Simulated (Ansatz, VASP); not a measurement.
# Two plane-wave programs on Mo

File INCAR:

```
SYSTEM = Mo
ALGO = Normal
EDIFF = 1E-7
ENCUT = 520
GGA = PE
ISIF = 2
ISMEAR = 0
LASPH = .TRUE.
LCHARG = .TRUE.
LELF = .TRUE.
LREAL = .FALSE.
LVHAR = .TRUE.
LWAVE = .FALSE.
NBANDS = 13
NELM = 100
PREC = Accurate
SIGMA = 0.1
```

Contents of KPOINTS:

```
k-points
0
G
  14 14 14
  0 0 0
```

File POSCAR:

```
Mo
1.0
   -1.5813793950      1.5813793950      1.5813793950
    1.5813793950     -1.5813793950      1.5813793950
    1.5813793950      1.5813793950     -1.5813793950
Mo
1
Direct
    0.0000000000      0.0000000000      0.0000000000
```

Input for Ansatz:

```yaml
crystal:
  lattice:
    - [-1.581379395, 1.581379395, 1.581379395]
    - [1.581379395, -1.581379395, 1.581379395]
    - [1.581379395, 1.581379395, -1.581379395]
  atoms:
    - { symbol: Mo, position: [0.0, 0.0, 0.0] }
hamiltonian:
  xc: pbe
  pseudopotentials:
    kind: paw
    azcp:
      Mo: "pseudopotentials/Mo.paw.azcp"
basis:
  ecutwfc: 420
  fft_grid_basis: typed
kpoints:
  mp_grid: { grid: [14, 14, 14], shift: [0, 0, 0] }
magnetization:
  spin_polarized: false
scf:
  occupations: { method: gaussian, width: 0.1 }
  lower_state_search: "off"
output:
  stress: true
```

Alike in both runs: task single point; functional PBE; k mesh 14 × 14 × 14; occupations gaussian, width 0.1 eV; no spin polarisation.

|  | VASP | Ansatz |
| --- | --- | --- |
| version | VASP 6.6.1 | Ansatz 0.2.0 |
| potentials or method | VASP PAW PBE potentials, release 64 (Mo_sv), cutoff 520 eV | plane waves (420 eV) with PAW, scalar-relativistic |
| valence electrons in the cell | 14 | 14 |

VASP gave:

* pressure (GPa): 0.6

Q: What did Ansatz give for the same quantities?

A: Pressure (GPa): 0.1.
